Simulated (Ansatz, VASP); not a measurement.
## BiTe in VASP and in Ansatz

```
Bi Te
1.0
     1.26492    3.97548    3.97548
     3.97548    1.26492    3.97548
     3.97548    3.97548    1.26492
Bi Te
1 1
Direct
  0.00000 0.00000 0.00000
  0.50000 0.50000 0.50000
```

Alike in both runs: task single point; functional PBE; k mesh 14 × 14 × 14; occupations gaussian, width 0.15 eV; no spin polarisation.

|  | VASP | Ansatz |
| --- | --- | --- |
| version | VASP 6.6.1 | Ansatz 0.2.0 |
| potentials or method | VASP PAW PBE potentials, release 64 (Bi_d, Te), cutoff 520 eV | scalar-relativistic, plane waves, PAW |
| valence electrons in the cell | 21 | 31 |

Ansatz gave:

- gap on the k mesh at the Fermi level (eV): none
- pressure (GPa): -3.8
- traceless stress, the component that is largest in VASP (GPa): -2.46

**Question.** Estimate VASP's values.

**Answer.** gap on the k mesh at the Fermi level (eV): none; pressure (GPa): -3.9; traceless stress, the component that is largest in VASP (GPa): -2.46.

A gap of «none» marks a metal or a gap that the smearing closes. VASP's potentials hold 21 valence electrons a cell and Ansatz's 31, so a difference there can come from the potentials and not from the codes.

Neither program's run includes spin-orbit coupling.
